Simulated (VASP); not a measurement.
Input of a VASP 6.6.1 run:

Contents of INCAR:

```
ALGO = Normal
EDIFF = 1E-7
EDIFFG = -0.04
ENCUT = 500
GGA = PE
GGA_COMPAT = False
IBRION = 2
ISIF = 3
ISMEAR = 0
LASPH = True
LCHARG = False
LREAL = False
LWAVE = False
NELM = 120
NELMIN = 4
NSW = 90
PREC = Accurate
SIGMA = 0.1
```

File KPOINTS:

```
k-points
0
Gamma
  4 6 4
```

The input POSCAR:

```
InPd
1.0
    4.7020969361      0.0000000000      0.0000000000
    0.0000000000      3.1116817959      0.0000000000
    0.0000000000      0.0000000000      4.8008804852
In Pd
2 2
Direct
    0.7500000000      0.0000000000      0.6870000000
    0.2500000000      0.0000000000      0.3130000000
    0.7500000000      0.5000000000      0.1880000000
    0.2500000000      0.5000000000      0.8120000000
```

Potentials or basis: VASP PAW PBE potentials, release 64 (In_d, Pd).

Run with:

```bash
$ cat potpaw_PBE.64/In_d/POTCAR potpaw_PBE.64/Pd/POTCAR > POTCAR
$ mpirun -np 1 vasp_std > vasp.out
```

(1) Estimate the space group after relaxing (to 0.1 Å).

(2) Predict the relaxed cell.

(3) Estimate the relaxed volume.

Results:

(1) Pmma (No. 51).

(2) a = 4.765 Å, b = 3.169 Å, c = 4.782 Å, α = 90.00°, β = 90.00°, γ = 90.00°.

(3) 18.05 Å³/atom.
